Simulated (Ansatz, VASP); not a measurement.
This is a calculation of Cl for VASP 6.6.1.

File INCAR:

```
SYSTEM = Cl
PREC = Accurate
ENCUT = 520
EDIFF = 1E-6
ISMEAR = -1
SIGMA = 0.05
LREAL = .False.
LASPH = .True.
NELM = 80
ALGO = Normal
ISIF = 2
LWAVE = .False.
LCHARG = .False.
GGA = PE
NBANDS = 22
```

File KPOINTS:

```
regular mesh
0
Gamma
  7 7 4
  0 0 0
```

POSCAR

```
Cl
1.0
    3.1863863250     -2.2796086586      0.0000000000
    3.1863863250      2.2796086586      0.0000000000
    0.0000000000      0.0000000000      8.3180387054
Cl
4
Direct
    0.3700000000      0.6300000000      0.4000000000
    0.1300000000      0.8700000000      0.9000000000
    0.6300000000      0.3700000000      0.6000000000
    0.8700000000      0.1300000000      0.1000000000
```

Potentials or basis: VASP PAW PBE potentials, release 64 (Cl).

Command:

```console
$ cat potpaw_PBE.64/Cl/POTCAR > POTCAR
$ mpirun -np 1 vasp_std > vasp.out
```

Problem. Translate it to Ansatz 0.2.0. Potentials there: all-electron LAPW, scalar-relativistic.

Solution. As run (the cutoff follows the program's own potentials):

input.yaml

```yaml
crystal:
  lattice:
    - [3.186386325, -2.2796086586, 0.0]
    - [3.186386325, 2.2796086586, 0.0]
    - [0.0, 0.0, 8.3180387054]
  atoms:
    - { symbol: Cl, position: [0.37, 0.63, 0.4] }
    - { symbol: Cl, position: [0.13, 0.87, 0.9] }
    - { symbol: Cl, position: [0.63, 0.37, 0.6] }
    - { symbol: Cl, position: [0.87, 0.13, 0.1] }
kpoints:
  mp_grid: { grid: [7, 7, 4] }
scf:
  occupations: { method: fermi_dirac, width: 0.05 }
hamiltonian:
  xc: pbe
  pseudopotentials: { kind: all_electron, lapw: { basis_error: 0.001 } }
output:
  forces: true
  stress: true
  eigenvalues: true
```

Potentials or basis: all-electron LAPW, scalar-relativistic.

The run is started by

```console
$ ansatz run input.yaml --threads 2 --pin off --max-ram 6144MiB --backend cpu --events-out ev --progress --plain --runs-dir out
```

Both were run:

|  | VASP | Ansatz | Ansatz less VASP |
| --- | --- | --- | --- |
| gap on the k mesh at the Fermi level (eV) | 2.40 | 2.36 | -0.035 |
| least direct gap on the mesh (eV) | 2.45 | 2.41 | -0.035 |
| pressure (GPa) | -0.7 | -0.4 | +0.33 |
| traceless stress, the component that is largest in VASP (GPa) | 1.66 | 1.39 | -0.270 |
| rms of the force components (eV/Å) | 0.328 | 0.237 | -0.0909 |

Atom by atom the forces differ by 0.093 eV/Å (rms over components). Ansatz ran all-electron here, and VASP with PAW potentials.
